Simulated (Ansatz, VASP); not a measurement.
**BiC3N3 in VASP and in Ansatz**

File INCAR:

```
  PREC = Accurate
  ENCUT = 1000
  EDIFF = 1E-6
  ISMEAR = 0
  SIGMA = 0.01
  LREAL = F
  LASPH = T
  NELM = 120
  ALGO = Normal
  ISIF = 2
  LWAVE = F
  LCHARG = T
  GGA = PE
  LELF = T
  LVHAR = T
  NBANDS = 30
  GGA_COMPAT = F
  NELMDL = -8
```

File KPOINTS:

```
regular mesh
0
Gamma
  1 1 1
```

The input POSCAR:

```
BiC3N3
1.0
   13.3500000000      0.0000000000      0.0000000000
    0.0000000000     14.0200000000      0.0000000000
    0.0000000000      0.0000000000     10.7600000000
Bi C N
1 3 3
Direct
    0.4457116100      0.5001348100      0.5820994400
    0.5851603000      0.5001348100      0.4674247200
    0.3759872700      0.6151298100      0.4674247200
    0.3759865200      0.3851405100      0.4674247200
    0.6629767800      0.5001348100      0.4182156100
    0.3370794000      0.6793002900      0.4182156100
    0.3370786500      0.3209700400      0.4182156100
```

Input for Ansatz:

```yaml
crystal:
  lattice:
    - [13.35, 0.0, 0.0]
    - [0.0, 14.02, 0.0]
    - [0.0, 0.0, 10.76]
  atoms:
    - { symbol: Bi, position: [0.44571161, 0.50013481, 0.58209944] }
    - { symbol: C, position: [0.5851603, 0.50013481, 0.46742472] }
    - { symbol: "N", position: [0.66297678, 0.50013481, 0.41821561] }
    - { symbol: C, position: [0.37598727, 0.61512981, 0.46742472] }
    - { symbol: "N", position: [0.3370794, 0.67930029, 0.41821561] }
    - { symbol: C, position: [0.37598652, 0.38514051, 0.46742472] }
    - { symbol: "N", position: [0.33707865, 0.32097004, 0.41821561] }
basis:
  ecutwfc: 420
  ecutrho_ratio: 4
kpoints:
  mp_grid: { grid: [1, 1, 1] }
hamiltonian:
  xc: pbe
scf:
  occupations: { method: gaussian, width: 0.01 }
output:
  forces: true
  eigenvalues: true
  populations: true
```

Alike in both runs: task single point; functional PBE; k mesh 1 × 1 × 1; occupations gaussian, width 0.01 eV; no spin polarisation.

```csv
,VASP,Ansatz
version,VASP 6.6.1,Ansatz 0.2.0
potentials or method,"VASP PAW PBE potentials, release 64 (Bi_d, C_h, N_h), cutoff 1000 eV","scalar-relativistic, plane waves, PAW"
valence electrons in the cell,42,42
```

```csv
,VASP,Ansatz,Ansatz less VASP
gap on the k mesh at the Fermi level (eV),4.97,4.97,+0.002
rms of the force components (eV/Å),0.011,0.025,+0.0140
```

The functional is the same, so the differences come from potentials, cutoffs and numerics. Ansatz's warnings: structure snapped to symmetry.

Spin-orbit coupling is off throughout.
